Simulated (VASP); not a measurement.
# Zr2HS4 in VASP: a series of runs

Runs on Zr2HS4. Level: PBE+D3(BJ). Tasks: single point.

Everything below comes from runs of VASP 6.6.1. Logs are shortened: lines on timing, memory, paths and dates and some standing lists are left out, and cuts for length are marked.

## 1. The cell of the first run

The cell holds a slab with vacuum, 14 atoms: a = 7.298 Å, b = 7.298 Å, c = 20.917 Å, α = 90.00°, β = 90.00°, γ = 120.00°.

## 2. Single point, PBE+D3(BJ)

The input, INCAR:

```
  PREC = Accurate
  ENCUT = 400
  EDIFF = 1E-6
  ISMEAR = 0
  SIGMA = 0.05
  LREAL = False
  LASPH = True
  NELM = 120
  ALGO = Normal
  ISIF = 2
  LWAVE = False
  LCHARG = False
  LDIPOL = True
  IDIPOL = 3
  DIPOL = 0.5 0.5 0.289
  GGA = PE
  IVDW = 12
  NBANDS = 62
  GGA_COMPAT = False
  NELMDL = -8
```

The input, KPOINTS:

```
Automatic mesh
0
Gamma
  6 6 1
```

The input, POSCAR:

```
Zr2HS4
1.0
    7.2976778227      0.0000000000      0.0000000000
   -3.6488389114      6.3199743831      0.0000000000
    0.0000000000      0.0000000000     20.9171506047
S Zr H
8 4 2
Direct
    0.3333333333      0.1666666667      0.1912306354
    0.3333333333      0.6666666667      0.1912306354
    0.8333333333      0.1666666667      0.1912306354
    0.8333333333      0.6666666667      0.1912306354
    0.1666666667      0.3333333333      0.3306927762
    0.1666666667      0.8333333333      0.3306927762
    0.6666666667      0.3333333333      0.3306927762
    0.6666666667      0.8333333333      0.3306927762
    0.0000000000      0.0000000000      0.2609617058
    0.0000000000      0.5000000000      0.2609617058
    0.5000000000      0.0000000000      0.2609617058
    0.5000000000      0.5000000000      0.2609617058
    0.3699497052      0.7398994103      0.4549926892
    0.4633836282      0.9267672564      0.4549926892
```

Potentials or basis: VASP PAW PBE potentials, release 64 (S, Zr_sv, H).

The run is started by

```bash
$ cat potpaw_PBE.64/S/POTCAR potpaw_PBE.64/Zr_sv/POTCAR potpaw_PBE.64/H/POTCAR > POTCAR
$ mpirun -np 1 vasp_std > vasp.out
```

OUTCAR:

```text
PREC = Accurate
   ENCUT = 400
   EDIFF = 1E-6
   ISMEAR = 0
   LREAL = False
   LASPH = True
   NELM = 120
   ISIF = 2
   GGA = PE
   IVDW = 12
   NELMDL = -8
 IVDW          = 12

 ion  position               nearest neighbor table
   1  0.333  0.167  0.191-   9 2.56  12 2.56  11 2.56
   2  0.333  0.667  0.191-  10 2.56  11 2.56  12 2.56
   3  0.833  0.167  0.191-  11 2.56  10 2.56   9 2.56
   4  0.833  0.667  0.191-  12 2.56   9 2.56  10 2.56
   5  0.167  0.333  0.331-  12 2.56   9 2.56  10 2.56
   6  0.167  0.833  0.331-  11 2.56  10 2.56   9 2.56
   7  0.667  0.333  0.331-  10 2.56  11 2.56  12 2.56
   8  0.667  0.833  0.331-   9 2.56  12 2.56  11 2.56
   9  0.000  0.000  0.261-   1 2.56   8 2.56   5 2.56   4 2.56   6 2.56   3 2.56  12 3.65  12 3.65
                            11 3.65  11 3.65  10 3.65  10 3.65
  10  0.000  0.500  0.261-   2 2.56   7 2.56   6 2.56   3 2.56   4 2.56   5 2.56  11 3.65  11 3.65
                            12 3.65  12 3.65   9 3.65   9 3.65
  11  0.500  0.000  0.261-   3 2.56   6 2.56   2 2.56   7 2.56   1 2.56   8 2.56  10 3.65  10 3.65
                             9 3.65   9 3.65  12 3.65  12 3.65
  12  0.500  0.500  0.261-   4 2.56   5 2.56   1 2.56   8 2.56   7 2.56   2 2.56   9 3.65   9 3.65
                            10 3.65  10 3.65  11 3.65  11 3.65
  13  0.370  0.740  0.455-
  14  0.463  0.927  0.455-

  LATTYP: Found a hexagonal cell.
 ALAT       =     7.2976778227
 C/A-ratio  =     2.8662748771

  Lattice vectors:

 A1 = (   7.2976778227,   0.0000000000,   0.0000000000)
 A2 = (  -3.6488389114,   6.3199743831,   0.0000000000)
 A3 = (   0.0000000000,   0.0000000000,  20.9171506047)

Analysis of symmetry for initial positions (statically):
=====================================================================
 Subroutine PRICEL returns:
 Original cell was already a primitive cell.

 Routine SETGRP: Setting up the symmetry group for a
 hexagonal supercell.

 Subroutine GETGRP returns: Found  2 space group operations
 (whereof  2 operations were pure point group operations)
 out of a pool of 24 trial point group operations.

The static configuration has the point symmetry C_1h.

Analysis of symmetry for dynamics (positions and initial velocities):
=====================================================================
 Subroutine PRICEL returns:
 Original cell was already a primitive cell.

 Routine SETGRP: Setting up the symmetry group for a
 hexagonal supercell.

 Subroutine GETGRP returns: Found  2 space group operations
 (whereof  2 operations were pure point group operations)
 out of a pool of 24 trial point group operations.

The dynamic configuration has the point symmetry C_1h.

 Subroutine INISYM returns: Found  2 space group operations
[... 134 lines left out ...]
   GGA     = PE    functional components
   LHFCALC =     F    Hartree Fock is set to
   AEXX    =    0.0000 exact exchange contribution
   IVDW    =    12    specifies the selected vdW correction
   LEPSILON=     F    determine dielectric tensor
   LRPA    =     F    only Hartree local field effects (RPA)
 non-spin polarized calculation
 Gauss-broadening in eV      SIGMA  =   0.05
  energy-cutoff  :      400.00
  volume of cell :      964.72
 maximum number of plane-waves:     17598
   NGX = 23   NGY = 23   NGZ = 69

 dipolmoment           0.000000      0.000000      0.009022 electrons x Angstroem

 number of electron      98.0000015 magnetization

 dipolmoment           0.000000      0.000000     -0.006653 electrons x Angstroem

 Free energy of the ion-electron system (eV)
  ---------------------------------------------------
  ext. energy  EPLUGINS =         0.00000000
  ---------------------------------------------------
  free energy    TOTEN  =       -90.95467144 eV

  energy without entropy =      -90.95467144  energy(sigma->0) =      -90.95467144

 E-fermi :  -3.0348     XC(G=0):  -3.3483

 val. band max:       -3.2575577211   @ k =   0.0000   0.0000   0.0000
 cond. band min:      -2.1571603434   @ k =   0.0000   0.0000   0.0000
 fundamental gap:      1.1003973777
 Fermi energy:        -3.0347549710

 k-point     1 :       0.0000    0.0000    0.0000
  band No.  band energies     occupation
      1     -52.1115      2.00000
      2     -52.0944      2.00000
      3     -52.0898      2.00000
      4     -52.0866      2.00000
      5     -30.2961      2.00000
      6     -30.2929      2.00000
[... 821 lines left out ...]
     60       0.3009      0.00000
     61       0.3166      0.00000
 [bands above 61 left out]

------------------------ aborting loop because EDIFF is reached ----------------------------------------

 vacuum level on the upper side and lower side of the slab       (xc-potential included)        -0.139        -0.099

 Edisp (eV)   -3.06490

 E8    (eV) :    -1.3682

  FORCE on cell =-STRESS in cart. coord.  units (eV):
  Direction    XX          YY          ZZ          XY          YZ          ZX
  --------------------------------------------------------------------------------------
  -------------------------------------------------------------------------------------
  Total      -0.22890    -5.95652    -0.00314     0.00000    -0.03330     0.00000
  in kB      -0.38015    -9.89237    -0.00521     0.00000    -0.05530     0.00000
  external pressure =       -3.43 kB  Pullay stress =        0.00 kB

 VOLUME and BASIS-vectors are now :
 -----------------------------------------------------------------------------
  energy-cutoff  :      400.00
  volume of cell :      964.72
      direct lattice vectors                 reciprocal lattice vectors
     7.297677823  0.000000000  0.000000000     0.137029891  0.079114245  0.000000000
    -3.648838911  6.319974383  0.000000000     0.000000000  0.158228489  0.000000000
     0.000000000  0.000000000 20.917150605     0.000000000  0.000000000  0.047807659

 POSITION                                       TOTAL-FORCE (eV/Angst)
 -----------------------------------------------------------------------------------
      1.82442      1.05333      4.00000         0.003256      0.007500     -0.014889
     -0.00000      4.21332      4.00000         0.000000     -0.004218      0.000076
      5.47326      1.05333      4.00000        -0.003256      0.007500     -0.014889
      3.64884      4.21332      4.00000         0.000000     -0.011952     -0.011579
      0.00000      2.10666      6.91715        -0.000000      0.009415      0.044038
     -1.82442      5.26665      6.91715        -0.027765      0.002709     -0.054965
      3.64884      2.10666      6.91715         0.000000     -0.007977      0.044118
      1.82442      5.26665      6.91715         0.027765      0.002709     -0.054965
      0.00000      0.00000      5.45858         0.000000     -0.033733      0.011392
     -1.82442      3.15999      5.45858         0.002216      0.036837     -0.006255
      3.64884      0.00000      5.45858         0.000000     -0.034539      0.002150
      1.82442      3.15999      5.45858        -0.002216      0.036837     -0.006255
      0.00000      4.67615      9.51715        -0.000000      4.663502      0.029008
     -0.00000      5.85715      9.51715         0.000000     -4.674590      0.033016
 -----------------------------------------------------------------------------------
    total drift:                                0.000000      0.000004      0.000737

  FREE ENERGIE OF THE ION-ELECTRON SYSTEM (eV)
  ---------------------------------------------------
  free  energy   TOTEN  =       -94.0195747259 eV

  energy  without entropy=      -94.0195747259  energy(sigma->0) =      -94.01957473

 vacuum level on the upper side and lower side of the slab         3.032         3.076
```

stdout:

```text
POSCAR found type information on POSCAR S ZrH
 POSCAR found :  3 types and      14 ions
 scaLAPACK will be used
 LDA part: xc-table for (Slater+PW92), standard interpolation
 POSCAR, INCAR and KPOINTS ok, starting setup
 FFT: planning ... GRIDC
 FFT: planning ... GRID_SOFT
 FFT: planning ... GRID
 WAVECAR not read
 entering main loop
```

Wall time 24 min (1 thread of AMD EPYC 9755, shared host); peak memory 0.85 GiB.

Results:

```yaml
Free_energy: -94.0196 eV
Largest_force: 4.675 eV/Å
Band_gap_on_the_k_mesh: 1.10 eV
Dispersion_energy_per_atom: -0.219 eV
```

Forces in eV/Å, atoms in the order of the input:
```
S    0.003  0.007 -0.015
S    0.000 -0.004  0.000
S   -0.003  0.007 -0.015
S    0.000 -0.012 -0.012
S    0.000  0.009  0.044
S   -0.028  0.003 -0.055
S    0.000 -0.008  0.044
S    0.028  0.003 -0.055
Zr   0.000 -0.034  0.011
Zr   0.002  0.037 -0.006
Zr   0.000 -0.035  0.002
Zr  -0.002  0.037 -0.006
H    0.000  4.664  0.029
H    0.000 -4.675  0.033
```

## 3. Single point, PBE+D3(BJ)

The input, INCAR:

```
PREC = Accurate ; ENCUT = 400
EDIFF = 1E-6 ; ISMEAR = 0
SIGMA = 0.05 ; LREAL = F
LASPH = T ; NELM = 120
ALGO = Normal ; ISIF = 2
LWAVE = F ; LCHARG = F
LDIPOL = T ; IDIPOL = 3
DIPOL = 0.5 0.5 0.283 ; GGA = PE
IVDW = 12 ; NBANDS = 62
GGA_COMPAT = F ; NELMDL = -8
```

The input, KPOINTS:

```
regular mesh
0
Gamma
  6 6 1
```

POSCAR, as its differences from that of step 2:

```diff
@@ -20,3 +20,3 @@
     0.5000000000      0.5000000000      0.2609617058
-    0.3699497052      0.7398994103      0.4549926892
-    0.4633836282      0.9267672564      0.4549926892
+    0.3435255474      0.6870510948      0.4134000260
+    0.4898077859      0.9796155718      0.4134000260
```

Potentials or basis: VASP PAW PBE potentials, release 64 (S, Zr_sv, H).

The run is started by

```bash
$ cat potpaw_PBE.64/S/POTCAR potpaw_PBE.64/Zr_sv/POTCAR potpaw_PBE.64/H/POTCAR > POTCAR
$ mpirun -np 1 vasp_std > vasp.out
```

OUTCAR:

```text
PREC = Accurate
   ENCUT = 400
   EDIFF = 1E-6
   ISMEAR = 0
   LREAL = F
   LASPH = T
   NELM = 120
   ISIF = 2
   GGA = PE
   IVDW = 12
   NELMDL = -8
 IVDW          = 12

 ion  position               nearest neighbor table
   1  0.333  0.167  0.191-   9 2.56  12 2.56  11 2.56
   2  0.333  0.667  0.191-  10 2.56  11 2.56  12 2.56
   3  0.833  0.167  0.191-  11 2.56  10 2.56   9 2.56
   4  0.833  0.667  0.191-  12 2.56   9 2.56  10 2.56
   5  0.167  0.333  0.331-  12 2.56   9 2.56  10 2.56
   6  0.167  0.833  0.331-  11 2.56  10 2.56   9 2.56
   7  0.667  0.333  0.331-  10 2.56  11 2.56  12 2.56
   8  0.667  0.833  0.331-   9 2.56  12 2.56  11 2.56
   9  0.000  0.000  0.261-   1 2.56   8 2.56   5 2.56   4 2.56   6 2.56   3 2.56  12 3.65  12 3.65
                            11 3.65  11 3.65  10 3.65  10 3.65
  10  0.000  0.500  0.261-   2 2.56   7 2.56   6 2.56   3 2.56   4 2.56   5 2.56  11 3.65  11 3.65
                            12 3.65  12 3.65   9 3.65   9 3.65
  11  0.500  0.000  0.261-   3 2.56   6 2.56   2 2.56   7 2.56   1 2.56   8 2.56  10 3.65  10 3.65
                             9 3.65   9 3.65  12 3.65  12 3.65
  12  0.500  0.500  0.261-   4 2.56   5 2.56   1 2.56   8 2.56   7 2.56   2 2.56   9 3.65   9 3.65
                            10 3.65  10 3.65  11 3.65  11 3.65
  13  0.344  0.687  0.413-
  14  0.490  0.980  0.413-

  LATTYP: Found a hexagonal cell.
 ALAT       =     7.2976778227
 C/A-ratio  =     2.8662748771

  Lattice vectors:

 A1 = (   7.2976778227,   0.0000000000,   0.0000000000)
 A2 = (  -3.6488389114,   6.3199743831,   0.0000000000)
 A3 = (   0.0000000000,   0.0000000000,  20.9171506047)

Analysis of symmetry for initial positions (statically):
=====================================================================
 Subroutine PRICEL returns:
 Original cell was already a primitive cell.

 Routine SETGRP: Setting up the symmetry group for a
 hexagonal supercell.

 Subroutine GETGRP returns: Found  2 space group operations
 (whereof  2 operations were pure point group operations)
 out of a pool of 24 trial point group operations.

The static configuration has the point symmetry C_1h.

Analysis of symmetry for dynamics (positions and initial velocities):
=====================================================================
 Subroutine PRICEL returns:
 Original cell was already a primitive cell.

 Routine SETGRP: Setting up the symmetry group for a
 hexagonal supercell.

 Subroutine GETGRP returns: Found  2 space group operations
 (whereof  2 operations were pure point group operations)
 out of a pool of 24 trial point group operations.

The dynamic configuration has the point symmetry C_1h.

 Subroutine INISYM returns: Found  2 space group operations
 (whereof  2 operations are pure point group operations),
 and found     1 'primitive' translations

----------------------------------------------------------------------------------------

                                     Primitive cell
[... 92 lines left out ...]
   NGXF,Y,Z  is equivalent  to a cutoff of  21.87, 21.87, 22.25 a.u.
 SYSTEM =  unknown system
   PREC   = accura    normal or accurate (medium, high low for compatibility)
   ISTART =      0    job   : 0-new  1-cont  2-samecut
   ICHARG =      2    charge: 1-file 2-atom 10-const
   ISPIN  =      1    spin polarized calculation?
   LNONCOLLINEAR =      F non collinear calculations
   LSORBIT =      F    spin-orbit coupling
   LASPH  =      T    aspherical Exc in radial PAW
   ENCUT  =  400.0 eV  29.40 Ry    5.42 a.u.  11.90 11.90 34.11*2*pi/ulx,y,z
   NELM   =    120;   NELMIN=  2; NELMDL= -8     # of ELM steps
   EDIFF  = 0.1E-05   stopping-criterion for ELM
   LREAL  =      F    real-space projection
   EDIFFG = 0.1E-04   stopping-criterion for IOM
   NSW    =      0    number of steps for IOM
   IBRION =     -1    ionic relax: 0-MD 1-quasi-New 2-CG
   NFREE  =      0    steps in history (QN), initial steepest desc. (CG)
   ISIF   =      2    stress and relaxation
   ISYM   =      2    0-nonsym 1-usesym 2-fastsym
   POTIM  = 0.5000    time-step for ionic-motion
   TEBEG  =    0.0;   TEEND  =   0.0 temperature during run
   PSTRESS=    0.0 pullay stress
   NELECT =      98.0000    total number of electrons
   NUPDOWN=      -1.0000    fix difference up-down
   EMIN   =  10.00;   EMAX   =-10.00  energy-range for DOS
   EFERMI =   0.00;   METHOD = LEGACY
   ISMEAR =     0;   SIGMA  =   0.05  broadening in eV -4-tet -1-fermi 0-gaus
   EFERMI_NEDOS =   21; number of points for ismear=-14 and -15
   IALGO  =     38    algorithm
   IMIX   =      4    mixing-type and parameters
     AMIX     =   0.40;   BMIX     =  1.00
     AMIX_MAG =   1.60;   BMIX_MAG =  1.00
  volume/ion in A,a.u.               =      68.91       465.02
  Fermi-wavevector in a.u.,A,eV,Ry     =   0.763864  1.443494  7.938838  0.583488
  Thomas-Fermi vector in A             =   1.863639
   LORBIT       =      0    0 simple, 1 ext, 2 COOP (PROOUT), +10 PAW based schemes
   GGA     = PE    functional components
   LHFCALC =     F    Hartree Fock is set to
   AEXX    =    0.0000 exact exchange contribution
   IVDW    =    12    specifies the selected vdW correction
   LEPSILON=     F    determine dielectric tensor
   LRPA    =     F    only Hartree local field effects (RPA)
 non-spin polarized calculation
 Gauss-broadening in eV      SIGMA  =   0.05
  energy-cutoff  :      400.00
  volume of cell :      964.72
 maximum number of plane-waves:     17598
   NGX = 23   NGY = 23   NGZ = 69

 dipolmoment           0.000000      0.000000     -0.002188 electrons x Angstroem

 number of electron      98.0000013 magnetization

 dipolmoment           0.000000      0.000000      0.026770 electrons x Angstroem

 Free energy of the ion-electron system (eV)
  ---------------------------------------------------
  ext. energy  EPLUGINS =         0.00000000
  ---------------------------------------------------
  free energy    TOTEN  =       -88.11102204 eV

  energy without entropy =      -88.11102204  energy(sigma->0) =      -88.11102204

 E-fermi :  -2.8449     XC(G=0):  -3.3209

 val. band max:       -3.1756660150   @ k =   0.0000   0.1667   0.0000
 cond. band min:      -2.2998715969   @ k =   0.0000   0.0000   0.0000
 fundamental gap:      0.8757944181
 Fermi energy:        -2.8448850391

 k-point     1 :       0.0000    0.0000    0.0000
  band No.  band energies     occupation
      1     -52.1495      2.00000
      2     -52.1330      2.00000
      3     -52.1321      2.00000
      4     -52.0995      2.00000
      5     -30.3435      2.00000
      6     -30.3206      2.00000
[... 821 lines left out ...]
     60       0.2538      0.00000
     61       0.2742      0.00000
 [bands above 61 left out]

------------------------ aborting loop because EDIFF is reached ----------------------------------------

 vacuum level on the upper side and lower side of the slab       (xc-potential included)        -0.079        -0.171

 Edisp (eV)   -3.13665

 E8    (eV) :    -1.3935

  FORCE on cell =-STRESS in cart. coord.  units (eV):
  Direction    XX          YY          ZZ          XY          YZ          ZX
  --------------------------------------------------------------------------------------
  -------------------------------------------------------------------------------------
  Total       0.67619    -6.10035     1.02803     0.00000    -0.29266     0.00000
  in kB       1.12299   -10.13124     1.70732     0.00000    -0.48604     0.00000
  external pressure =       -2.43 kB  Pullay stress =        0.00 kB

 VOLUME and BASIS-vectors are now :
 -----------------------------------------------------------------------------
  energy-cutoff  :      400.00
  volume of cell :      964.72
      direct lattice vectors                 reciprocal lattice vectors
     7.297677823  0.000000000  0.000000000     0.137029891  0.079114245  0.000000000
    -3.648838911  6.319974383  0.000000000     0.000000000  0.158228489  0.000000000
     0.000000000  0.000000000 20.917150605     0.000000000  0.000000000  0.047807659

 POSITION                                       TOTAL-FORCE (eV/Angst)
 -----------------------------------------------------------------------------------
      1.82442      1.05333      4.00000         0.043044     -0.005708     -0.019927
     -0.00000      4.21332      4.00000         0.000000     -0.008709      0.048870
      5.47326      1.05333      4.00000        -0.043044     -0.005708     -0.019927
      3.64884      4.21332      4.00000         0.000000     -0.060124     -0.047154
      0.00000      2.10666      6.91715        -0.000000      0.161434      0.251758
     -1.82442      5.26665      6.91715        -0.202928     -0.030368     -0.263960
      3.64884      2.10666      6.91715         0.000000     -0.033599      0.228675
      1.82442      5.26665      6.91715         0.202928     -0.030368     -0.263960
      0.00000      0.00000      5.45858         0.000000     -0.148030      0.009791
     -1.82442      3.15999      5.45858         0.027402      0.197493     -0.052414
      3.64884      0.00000      5.45858         0.000000     -0.074759     -0.231195
      1.82442      3.15999      5.45858        -0.027402      0.197493     -0.052414
     -0.00000      4.34215      8.64715        -0.000000      2.451591      0.232724
     -0.00000      6.19115      8.64715         0.000000     -2.610639      0.179134
 -----------------------------------------------------------------------------------
    total drift:                                0.000000      0.000001      0.000548

  FREE ENERGIE OF THE ION-ELECTRON SYSTEM (eV)
  ---------------------------------------------------
  free  energy   TOTEN  =       -91.2476744338 eV

  energy  without entropy=      -91.2476744338  energy(sigma->0) =      -91.24767443

 vacuum level on the upper side and lower side of the slab         3.103         3.009
```

Wall time 38 min (1 thread of Oxide Virtual Turin-like, shared host); peak memory 0.85 GiB.

Results:

```
Free energy                : -91.2477 eV
Largest force              : 2.617 eV/Å
Band gap on the k mesh     : 0.88 eV (least direct gap 0.90 eV)
Dispersion energy per atom : -0.224 eV
```

Forces in eV/Å, atoms in the order of the input:
```
S    0.043 -0.006 -0.020
S    0.000 -0.009  0.049
S   -0.043 -0.006 -0.020
S    0.000 -0.060 -0.047
S    0.000  0.161  0.252
S   -0.203 -0.030 -0.264
S    0.000 -0.034  0.229
S    0.203 -0.030 -0.264
Zr   0.000 -0.148  0.010
Zr   0.027  0.197 -0.052
Zr   0.000 -0.075 -0.231
Zr  -0.027  0.197 -0.052
H    0.000  2.452  0.233
H    0.000 -2.611  0.179
```
